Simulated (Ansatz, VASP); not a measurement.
# Ge2Sb2Te5: VASP beside Ansatz

```
Te Sb Ge
1.0
     4.21125    0.00000    0.00000
    -2.10563    3.64705    0.00000
     0.00000    0.00000   17.70560
Te Sb Ge
5 2 2
Direct
  0.00000 0.00000 0.00000
  0.66667 0.33333 0.21232
  0.33333 0.66667 0.41347
  0.66667 0.33333 0.58653
  0.33333 0.66667 0.78768
  0.33333 0.66667 0.11390
  0.66667 0.33333 0.88610
  0.00000 0.00000 0.33422
  0.00000 0.00000 0.66578
```

Alike in both runs: functional r2SCAN; dispersion rVV10; k mesh 10 × 10 × 2; occupations gaussian, width 0.03 eV; no spin polarisation.

Ansatz relaxed the structure, and its values are those at the end. VASP's run is a single point on that final structure, the one shown.

|  | VASP | Ansatz |
| --- | --- | --- |
| version | VASP 6.6.1 | Ansatz 0.2.0 |
| potentials or method | VASP PAW PBE potentials, release 64 (Te, Sb, Ge_d) | scalar-relativistic, plane waves, PAW |
| plane-wave cutoff (eV) | 520 | 500 |
| valence electrons in the cell | 68 | 138 |

Ansatz gave:

| Property | Result |
| --- | --- |
| gap on the k mesh at the Fermi level (eV) | none |
| pressure (GPa) | 0.0 |
| rms of the force components (eV/Å) | 0.001 |

Question: What did VASP give for the same quantities?

Answer: gap on the k mesh at the Fermi level (eV): none; pressure (GPa): 0.2; rms of the force components (eV/Å): 0.015.

VASP's potentials were made for PBE, not for r2SCAN. A gap of «none» marks a metal or a gap that the smearing closes. VASP's potentials hold 68 valence electrons a cell and Ansatz's 138, so a difference there can come from the potentials and not from the codes.

Neither program's run includes spin-orbit coupling.
